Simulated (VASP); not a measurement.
# GaP (F-43m) in VASP: single point with PBE

Aim: the single point of GaP with PBE.

Program: VASP 6.6.1. These are calculated values, not measurements. Logs are shortened: lines on timing, memory, paths and dates and some standing lists are left out, and cuts for length are marked.

### 1 The cell of the first run

It takes space group F-43m (No. 216, cubic). The conventional cell has a = 5.452 Å, b = 5.452 Å, c = 5.452 Å, α = 90.00°, β = 90.00°, γ = 90.00°. Ga (site symmetry -43m) has 4 P at 2.36 Å within 3.1 Å. P (site symmetry -43m) has 4 Ga at 2.36 Å within 3.1 Å.

### 2 Single point, PBE

File INCAR:

```
ALGO     = Normal         # electronic algorithm
EDIFF    = 1E-6           # SCF threshold, eV
ENCUT    = 500            # plane-wave cutoff, eV
GGA      = PE             # functional
GGA_COMPAT= F            
ISIF     = 2              # what is computed and relaxed
ISMEAR   = -1             # smearing method
LASPH    = T              # aspherical terms in the spheres
LCHARG   = F              # write CHGCAR
LREAL    = F              # projectors in reciprocal space
LWAVE    = F              # write WAVECAR
NBANDS   = 16             # bands
NELM     = 120            # most SCF steps
PREC     = Accurate       # precision mode
SIGMA    = 0.01           # smearing width, eV
```

File KPOINTS:

```
k-points
0
Gamma
  6 6 6
```

File POSCAR:

```
GaP
1.0
    0.0000000000      2.7258125000      2.7258125000
    2.7258125000      0.0000000000      2.7258125000
    2.7258125000      2.7258125000      0.0000000000
Ga P
1 1
Direct
    0.0000000000      0.0000000000      0.0000000000
    0.7500000000      0.7500000000      0.7500000000
```

Potentials or basis: VASP PAW PBE potentials, release 64 (Ga_d, P).

On the command line:

```console
> cat potpaw_PBE.64/Ga_d/POTCAR potpaw_PBE.64/P/POTCAR > POTCAR
> mpirun -np 1 vasp_std > vasp.out
```

OUTCAR:

```text
EDIFF = 1E-6
   ENCUT = 500
   GGA = PE
   ISIF = 2
   ISMEAR = -1
   LASPH = T
   LREAL = F
   NELM = 120
   PREC = Accurate

 ion  position               nearest neighbor table
   1  0.000  0.000  0.000-   2 2.36   2 2.36   2 2.36   2 2.36
   2  0.750  0.750  0.750-   1 2.36   1 2.36   1 2.36   1 2.36

  LATTYP: Found a face centered cubic cell.
 ALAT       =     5.4516250000

  Lattice vectors:

 A1 = (   0.0000000000,   2.7258125000,   2.7258125000)
 A2 = (   2.7258125000,   0.0000000000,   2.7258125000)
 A3 = (   2.7258125000,   2.7258125000,   0.0000000000)

Analysis of symmetry for initial positions (statically):
=====================================================================
 Subroutine PRICEL returns:
 Original cell was already a primitive cell.

 Routine SETGRP: Setting up the symmetry group for a
 face centered cubic supercell.

 Subroutine GETGRP returns: Found 24 space group operations
 (whereof 24 operations were pure point group operations)
 out of a pool of 48 trial point group operations.

The static configuration has the point symmetry T_d .

Analysis of symmetry for dynamics (positions and initial velocities):
=====================================================================
 Subroutine PRICEL returns:
 Original cell was already a primitive cell.

 Routine SETGRP: Setting up the symmetry group for a
 face centered cubic supercell.

 Subroutine GETGRP returns: Found 24 space group operations
 (whereof 24 operations were pure point group operations)
 out of a pool of 48 trial point group operations.

The dynamic configuration has the point symmetry T_d .

 Subroutine INISYM returns: Found 24 space group operations
 (whereof 24 operations are pure point group operations),
 and found     1 'primitive' translations

----------------------------------------------------------------------------------------

                                     Primitive cell

  volume of cell :      40.5059

  direct lattice vectors                    reciprocal lattice vectors
     0.000000000  2.725812500  2.725812500    -0.183431546  0.183431546  0.183431546
     2.725812500  0.000000000  2.725812500     0.183431546 -0.183431546  0.183431546
     2.725812500  2.725812500  0.000000000     0.183431546  0.183431546 -0.183431546

  length of vectors
     3.854881006  3.854881006  3.854881006     0.317712757  0.317712757  0.317712757

  position of ions in fractional coordinates (direct lattice)
     0.000000000  0.000000000  0.000000000
     0.750000000  0.750000000  0.750000000

  ion indices of the primitive-cell ions
   primitive index   ion index
                 1           1
                 2           2

----------------------------------------------------------------------------------------

 KPOINTS: k-points

Automatic generation of k-mesh.
 Grid dimensions read from file:
 generate k-points for:    6    6    6

 Generating k-lattice:

  Cartesian coordinates                     Fractional coordinates (reciprocal lattice)
    -0.030571924  0.030571924  0.030571924     0.166666667  0.000000000  0.000000000
     0.030571924 -0.030571924  0.030571924     0.000000000  0.166666667  0.000000000
     0.030571924  0.030571924 -0.030571924     0.000000000  0.000000000  0.166666667

  Length of vectors
     0.052952126  0.052952126  0.052952126

  Shift w.r.t. Gamma in fractional coordinates (k-lattice)
     0.000000000  0.000000000  0.000000000

 Subroutine IBZKPT returns following result:
 ===========================================

 Found     16 irreducible k-points:

 Following reciprocal coordinates:
            Coordinates               Weight
  0.000000  0.000000  0.000000      1.000000
  0.166667  0.000000  0.000000      8.000000
  0.333333  0.000000  0.000000      8.000000
  0.500000  0.000000  0.000000      4.000000
  0.166667  0.166667  0.000000      6.000000
  0.333333  0.166667  0.000000     24.000000
[... 8 lines left out ...]
 -0.333333  0.333333  0.166667     24.000000
 -0.333333  0.500000  0.166667     12.000000
   k-points           NKPTS =     16   k-points in BZ     NKDIM =     16   number of bands    NBANDS=     16
   number of dos      NEDOS =    301   number of ions     NIONS =      2
   total plane-waves  NPLWV =  21952
   dimension x,y,z NGX =    28 NGY =   28 NGZ =   28
   dimension x,y,z NGXF=    56 NGYF=   56 NGZF=   56
   ions per type =               1   1
   NGX,Y,Z   is equivalent  to a cutoff of  12.08, 12.08, 12.08 a.u.
   NGXF,Y,Z  is equivalent  to a cutoff of  24.15, 24.15, 24.15 a.u.
 SYSTEM =  unknown system
   PREC   = accura    normal or accurate (medium, high low for compatibility)
   ISTART =      0    job   : 0-new  1-cont  2-samecut
   ICHARG =      2    charge: 1-file 2-atom 10-const
   ISPIN  =      1    spin polarized calculation?
   LNONCOLLINEAR =      F non collinear calculations
   LSORBIT =      F    spin-orbit coupling
   LASPH  =      T    aspherical Exc in radial PAW
   ENCUT  =  500.0 eV  36.75 Ry    6.06 a.u.   7.03  7.03  7.03*2*pi/ulx,y,z
   NELM   =    120;   NELMIN=  2; NELMDL= -5     # of ELM steps
   EDIFF  = 0.1E-05   stopping-criterion for ELM
   LREAL  =      F    real-space projection
   EDIFFG = 0.1E-04   stopping-criterion for IOM
   NSW    =      0    number of steps for IOM
   IBRION =     -1    ionic relax: 0-MD 1-quasi-New 2-CG
   NFREE  =      0    steps in history (QN), initial steepest desc. (CG)
   ISIF   =      2    stress and relaxation
   ISYM   =      2    0-nonsym 1-usesym 2-fastsym
   POTIM  = 0.5000    time-step for ionic-motion
   TEBEG  =    0.0;   TEEND  =   0.0 temperature during run
   PSTRESS=    0.0 pullay stress
   NELECT =      18.0000    total number of electrons
   NUPDOWN=      -1.0000    fix difference up-down
   EMIN   =  10.00;   EMAX   =-10.00  energy-range for DOS
   EFERMI =   0.00;   METHOD = LEGACY
   ISMEAR =    -1;   SIGMA  =   0.01  broadening in eV -4-tet -1-fermi 0-gaus
   EFERMI_NEDOS =   21; number of points for ismear=-14 and -15
   IALGO  =     38    algorithm
   IMIX   =      4    mixing-type and parameters
     AMIX     =   0.40;   BMIX     =  1.00
     AMIX_MAG =   1.60;   BMIX_MAG =  1.00
  volume/ion in A,a.u.               =      20.25       136.67
  Fermi-wavevector in a.u.,A,eV,Ry     =   1.249280  2.360796 21.234610  1.560700
  Thomas-Fermi vector in A             =   2.383328
   LORBIT       =      0    0 simple, 1 ext, 2 COOP (PROOUT), +10 PAW based schemes
   GGA     = PE    functional components
   LHFCALC =     F    Hartree Fock is set to
   AEXX    =    0.0000 exact exchange contribution
   IVDW    =     0    specifies the selected vdW correction
   LEPSILON=     F    determine dielectric tensor
   LRPA    =     F    only Hartree local field effects (RPA)
 non-spin polarized calculation
  energy-cutoff  :      500.00
  volume of cell :       40.51
 maximum number of plane-waves:      1056
   NGX = 13   NGY = 13   NGZ = 13

 number of electron      18.0000016 magnetization

 Free energy of the ion-electron system (eV)
  ---------------------------------------------------
  ext. energy  EPLUGINS =         0.00000000
  ---------------------------------------------------
  free energy    TOTEN  =        -9.10266228 eV

  energy without entropy =       -9.10266228  energy(sigma->0) =       -9.10266228

 E-fermi :   4.8541     XC(G=0):  -9.8273

 val. band max:        4.6524554548   @ k =   0.0000   0.0000   0.0000
 cond. band min:       6.3047357240   @ k =   0.5000   0.5000   0.0000
 fundamental gap:      1.6522802692
 Fermi energy:         4.8541105274

 k-point     1 :       0.0000    0.0000    0.0000
  band No.  band energies     occupation
      1      -9.9045      2.00000
      2      -9.9045      2.00000
      3      -9.9045      2.00000
      4      -9.8052      2.00000
      5      -9.8052      2.00000
      6      -7.8359      2.00000
[... 8 lines left out ...]
     15      14.4357      0.00000
     16      14.4357      0.00000

 k-point     2 :       0.1667    0.0000    0.0000
  band No.  band energies     occupation
      1      -9.9273      2.00000
      2      -9.8967      2.00000
      3      -9.8967      2.00000
      4      -9.8050      2.00000
      5      -9.8050      2.00000
      6      -7.4800      2.00000
[... 8 lines left out ...]
     15      13.6172      0.00000
     16      14.7046      0.00000

 k-point     3 :       0.3333    0.0000    0.0000
  band No.  band energies     occupation
      1      -9.9674      2.00000
      2      -9.8841      2.00000
      3      -9.8841      2.00000
      4      -9.8015      2.00000
      5      -9.8015      2.00000
      6      -6.5336      2.00000
[... 8 lines left out ...]
     15      14.2960      0.00000
     16      14.3499      0.00000

 k-point     4 :       0.5000    0.0000    0.0000
  band No.  band energies     occupation
      1      -9.9856      2.00000
      2      -9.8798      2.00000
      3      -9.8798      2.00000
      4      -9.7978      2.00000
      5      -9.7978      2.00000
      6      -5.7712      2.00000
[... 8 lines left out ...]
     15      16.3353      0.00000
     16      16.3353      0.00000
[... 172 lines left out ...]
 k-point    14 :       0.5000    0.3333    0.1667
  band No.  band energies     occupation
      1      -9.9908      2.00000
      2      -9.8702      2.00000
      3      -9.8592      2.00000
      4      -9.8192      2.00000
      5      -9.7943      2.00000
      6      -5.7583      2.00000
[... 8 lines left out ...]
     15      16.4679      0.00000
     16      17.9176      0.00000

 k-point    15 :      -0.3333    0.3333    0.1667
  band No.  band energies     occupation
      1      -9.9969      2.00000
      2      -9.8702      2.00000
      3      -9.8525      2.00000
      4      -9.8158      2.00000
      5      -9.7975      2.00000
      6      -5.1071      2.00000
[... 8 lines left out ...]
     15      17.1213      0.00000
     16      17.4269      0.00000

 k-point    16 :      -0.3333    0.5000    0.1667
  band No.  band energies     occupation
      1     -10.0077      2.00000
      2      -9.8589      2.00000
      3      -9.8445      2.00000
      4      -9.8256      2.00000
      5      -9.7920      2.00000
      6      -4.8033      2.00000
[... 8 lines left out ...]
     15      16.5536      0.00000
     16      18.2529      0.00000

------------------------ aborting loop because EDIFF is reached ----------------------------------------

  FORCE on cell =-STRESS in cart. coord.  units (eV):
  Direction    XX          YY          ZZ          XY          YZ          ZX
  --------------------------------------------------------------------------------------
  -------------------------------------------------------------------------------------
  Total        0.6032200      0.6032200      0.6032200      0.0000000      0.0000000     -0.0000000
  in kB       23.8598867     23.8598867     23.8598867      0.0000000      0.0000000     -0.0000000
  external PRESSURE =      23.8598867 kB  Pullay stress =       0.0000000 kB

 VOLUME and BASIS-vectors are now :
 -----------------------------------------------------------------------------
  energy-cutoff  :      500.00
  volume of cell :       40.51
      direct lattice vectors                 reciprocal lattice vectors
     0.000000000  2.725812500  2.725812500    -0.183431546  0.183431546  0.183431546
     2.725812500  0.000000000  2.725812500     0.183431546 -0.183431546  0.183431546
     2.725812500  2.725812500  0.000000000     0.183431546  0.183431546 -0.183431546

 POSITION                                       TOTAL-FORCE (eV/Angst)
 -----------------------------------------------------------------------------------
      0.00000      0.00000      0.00000         0.000000     -0.000000     -0.000000
      4.08872      4.08872      4.08872        -0.000000      0.000000      0.000000
 -----------------------------------------------------------------------------------
    total drift:                               -0.000001     -0.000001     -0.000001

  FREE ENERGIE OF THE ION-ELECTRON SYSTEM (eV)
  ---------------------------------------------------
  free  energy   TOTEN  =        -9.1026622841 eV

  energy  without entropy=       -9.1026622841  energy(sigma->0) =       -9.10266228
```

Wall time 7.9 s (1 thread of Intel Xeon Platinum 8488C (Sapphire Rapids), shared host); peak memory 0.15 GiB.

What came out:

* Free energy: -9.1027 eV
* Pressure: 2.4 GPa
* Band gap on the k mesh: 1.65 eV (least direct gap 1.82 eV)

Levels at points of the mesh, in eV from the valence-band top:
```
           k point  band 7  band 8  band 9  band 10  band 11  band 12
(0.00, 0.00, 0.00)    0.00    0.00    0.00     1.82     3.89     3.89
(0.50, 0.00, 0.00)   -6.63   -1.12   -1.12     1.67     4.72     4.72
(0.50, 0.50, 0.00)   -6.75   -2.68   -2.68     1.65     1.82    10.59
```
